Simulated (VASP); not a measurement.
# MnO (Fm-3m) in VASP: further runs, part 2 of 3

VASP 6.6.1. Earlier steps stand in the parts before.

### Step 3. Single point, HSE06, collinear spin, ferromagnetic start

This run uses another cell than the first one, of 11.44 Å³/atom.

Input file POSCAR:

```
MnO
1.0
    0.0000000000      2.2531730023      2.2531730023
    2.2531730023      0.0000000000      2.2531730023
    2.2531730023      2.2531730023      0.0000000000
Mn O
1 1
Direct
    0.0000000000      0.0000000000      0.0000000000
    0.5000000000      0.5000000000      0.5000000000
```

Input file INCAR.step1:

```
ALGO = Normal ; EDIFF = 1E-5
ENCUT = 520 ; GGA = PE
ISIF = 2 ; ISMEAR = -1
ISPIN = 2 ; KPAR = 4
LASPH = T ; LCHARG = F
LMAXMIX = 4 ; LORBIT = 11
LREAL = F ; LWAVE = T
MAGMOM = 4 0 ; NBANDS = 20
NELM = 150 ; PREC = Accurate
SIGMA = 0.05
```

Input file INCAR.step2:

```
ALGO = Normal ; EDIFF = 1E-7
ENCUT = 520 ; GGA = PE
HFSCREEN = 0.2079 ; ISIF = 2
ISMEAR = -1 ; ISPIN = 2
ISTART = 1 ; KPAR = 4
LASPH = T ; LCHARG = F
LHFCALC = T ; LMAXMIX = 4
LORBIT = 11 ; LREAL = F
LWAVE = F ; MAGMOM = 4 0
NBANDS = 20 ; NELM = 150
PREC = Accurate ; PRECFOCK = Normal
SIGMA = 0.05
```

Input file KPOINTS:

```
k-points
0
Gamma
  6 6 6
```

Potentials or basis: VASP PAW PBE potentials, release 64 (Mn_pv, O).

On the command line:

```bash
$ cat potpaw_PBE.64/Mn_pv/POTCAR potpaw_PBE.64/O/POTCAR > POTCAR
$ cp INCAR.step1 INCAR
$ mpirun -np 4 vasp_std > vasp.out
$ cp INCAR.step2 INCAR
$ mpirun -np 4 vasp_std > vasp.out
```

OUTCAR:

```text
EDIFF = 1E-7
   ENCUT = 520
   GGA = PE
   HFSCREEN = 0.2079
   ISIF = 2
   ISMEAR = -1
   ISPIN = 2
   ISTART = 1
   LASPH = T
   LHFCALC = T
   LORBIT = 11
   LREAL = F
   NELM = 150
   PREC = Accurate
   PRECFOCK = Normal

 ion  position               nearest neighbor table
   1  0.000  0.000  0.000-   2 2.25   2 2.25   2 2.25   2 2.25   2 2.25   2 2.25
   2  0.500  0.500  0.500-   1 2.25   1 2.25   1 2.25   1 2.25   1 2.25   1 2.25

  LATTYP: Found a face centered cubic cell.
 ALAT       =     4.5063460046

  Lattice vectors:

 A1 = (   0.0000000000,   2.2531730023,   2.2531730023)
 A2 = (   2.2531730023,   0.0000000000,   2.2531730023)
 A3 = (   2.2531730023,   2.2531730023,   0.0000000000)

Analysis of symmetry for initial positions (statically):
=====================================================================
 Subroutine PRICEL returns:
 Original cell was already a primitive cell.

 Routine SETGRP: Setting up the symmetry group for a
 face centered cubic supercell.

 Subroutine GETGRP returns: Found 48 space group operations
 (whereof 48 operations were pure point group operations)
 out of a pool of 48 trial point group operations.

The static configuration has the point symmetry O_h .

Analysis of symmetry for dynamics (positions and initial velocities):
=====================================================================
 Subroutine PRICEL returns:
 Original cell was already a primitive cell.

 Routine SETGRP: Setting up the symmetry group for a
 face centered cubic supercell.

 Subroutine GETGRP returns: Found 48 space group operations
 (whereof 48 operations were pure point group operations)
 out of a pool of 48 trial point group operations.

The dynamic configuration has the point symmetry O_h .

Analysis of structural, dynamic, and magnetic symmetry:
=====================================================================
 Subroutine PRICEL returns:
 Original cell was already a primitive cell.

[... 147 lines left out ...]
  ext. energy  EPLUGINS =         0.00000000
  ---------------------------------------------------
  free energy    TOTEN  =       -23.75394946 eV

  energy without entropy =      -23.75394929  energy(sigma->0) =      -23.75394937

 E-fermi :   6.2711     XC(G=0):  -9.4924

 val. band max:        5.6187133687   @ k =   0.5000   0.0000   0.0000
 cond. band min:       6.7925134062   @ k =   0.0000   0.0000   0.0000
 fundamental gap:      1.1738000375
 Fermi energy:         6.2710730157

 spin component 1

 k-point     1 :       0.0000    0.0000    0.0000
  band No.  band energies     occupation
      1     -47.9997      1.00000
      2     -47.9997      1.00000
      3     -47.9997      1.00000
      4     -15.4358      1.00000
      5       1.7156      1.00000
      6       1.7156      1.00000
[... 344 lines left out ...]
      6      -0.1825      1.00000
[... 12 lines left out ...]
     19      33.0983      0.00000
     20      35.2980      0.00000
 Fermi energy:         6.2710730157

 spin component 2

 k-point     1 :       0.0000    0.0000    0.0000
  band No.  band energies     occupation
      1     -41.1886      1.00000
      2     -41.1886      1.00000
      3     -41.1885      1.00000
      4     -14.8832      1.00000
      5       3.0664      1.00000
      6       3.0664      1.00000
[... 357 lines left out ...]
     19      34.6730      0.00000
     20      35.8163      0.00000

------------------------ aborting loop because EDIFF is reached ----------------------------------------

  FORCE on cell =-STRESS in cart. coord.  units (eV):
  Direction    XX          YY          ZZ          XY          YZ          ZX
  --------------------------------------------------------------------------------------
  -------------------------------------------------------------------------------------
  Total       -0.6797730     -0.6797730     -0.6797730      0.0000000      0.0000000      0.0000000
  in kB      -47.6059100    -47.6059100    -47.6059100      0.0000000      0.0000000      0.0000000
  external PRESSURE =     -47.6059100 kB  Pullay stress =       0.0000000 kB

 VOLUME and BASIS-vectors are now :
 -----------------------------------------------------------------------------
  energy-cutoff  :      520.00
  volume of cell :       22.88
      direct lattice vectors                 reciprocal lattice vectors
     0.000000000  2.253173002  2.253173002    -0.221909281  0.221909281  0.221909281
     2.253173002  0.000000000  2.253173002     0.221909281 -0.221909281  0.221909281
     2.253173002  2.253173002  0.000000000     0.221909281  0.221909281 -0.221909281

 POSITION                                       TOTAL-FORCE (eV/Angst)
 -----------------------------------------------------------------------------------
      0.00000      0.00000      0.00000         0.000000      0.000000      0.000000
      2.25317      2.25317      2.25317         0.000000      0.000000      0.000000
 -----------------------------------------------------------------------------------
    total drift:                                0.000001      0.000001      0.000001

  FREE ENERGIE OF THE ION-ELECTRON SYSTEM (eV)
  ---------------------------------------------------
  free  energy   TOTEN  =       -23.7539494637 eV

  energy  without entropy=      -23.7539492853  energy(sigma->0) =      -23.75394937

 total charge

# of ion       s       p       d       tot
------------------------------------------
    1        0.189   6.163   4.931  11.284
    2        1.556   3.462   0.000   5.018
--------------------------------------------------
tot          1.745   9.625   4.931  16.302

 magnetization (x)

# of ion       s       p       d       tot
------------------------------------------
    1        0.025   0.019   4.549   4.593
    2        0.025   0.163   0.000   0.187
--------------------------------------------------
tot          0.050   0.181   4.549   4.780
```

OUTCAR.step1:

```text
EDIFF = 1E-5
   ENCUT = 520
   GGA = PE
   ISIF = 2
   ISMEAR = -1
   ISPIN = 2
   LASPH = T
   LORBIT = 11
   LREAL = F
[... 971 lines left out ...]

  energy  without entropy=      -16.3914115923  energy(sigma->0) =      -16.39570335

 total charge

# of ion       s       p       d       tot
------------------------------------------
    1        0.197   6.163   4.954  11.314
    2        1.561   3.398   0.000   4.959
--------------------------------------------------
tot          1.758   9.561   4.954  16.273

 magnetization (x)

# of ion       s       p       d       tot
------------------------------------------
    1        0.035   0.025   4.323   4.383
    2        0.029   0.171   0.000   0.200
--------------------------------------------------
tot          0.064   0.196   4.323   4.584
```

It took 11 min on 4 MPI ranks of Intel Xeon Platinum 8559C (Emerald Rapids), shared host; peak memory 0.24 GiB.

What came out:

```
Free energy                                           : -23.7539 eV
Pressure                                              : -4.8 GPa
Band gap on the k mesh                                : 1.17 eV (least direct gap 3.73 eV)
Net moment                                            : 5.00 μB per cell
Site moments                                          : Mn +4.59; O +0.19 μB
Valence electrons inside the program's atomic spheres : Mn 11.28; O 5.02
```

Caveat: the cell stands under tension; the PAW data sets were made with another functional, which shifts forces and pressure a little; a cell with one magnetic atom can't hold antiferromagnetic order, which such compounds often take.

(Part 2 of 3 ends here.)
